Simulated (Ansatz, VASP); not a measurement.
# One calculation of Ga, two programs

```
Ga
1.0
     1.39119   -4.29656    0.00000
     1.39119    4.29656    0.00000
     0.00000    0.00000    3.20193
Ga
2
Direct
  0.86752 0.13248 0.25000
  0.13248 0.86752 0.75000
```

Alike in both runs: task single point; functional PBE; k mesh 12 × 12 × 12; occupations gaussian, width 0.1 eV; no spin polarisation.

|  | VASP | Ansatz |
| --- | --- | --- |
| version | VASP 6.6.1 | Ansatz 0.2.0 |
| potentials or method | VASP PAW PBE potentials, release 64 (Ga_d), cutoff 520 eV | scalar-relativistic, plane waves, PAW |
| valence electrons in the cell | 26 | 26 |

VASP gave:

```
gap on the k mesh at the Fermi level (eV) : none
pressure (GPa)                            : 0.2
```

Question: Estimate Ansatz's values.

Answer: gap on the k mesh at the Fermi level (eV): none; pressure (GPa): 0.0.

A gap of «none» marks a metal or a gap that the smearing closes. With one functional, cell and mesh, what is left measures potentials, basis and numerics.
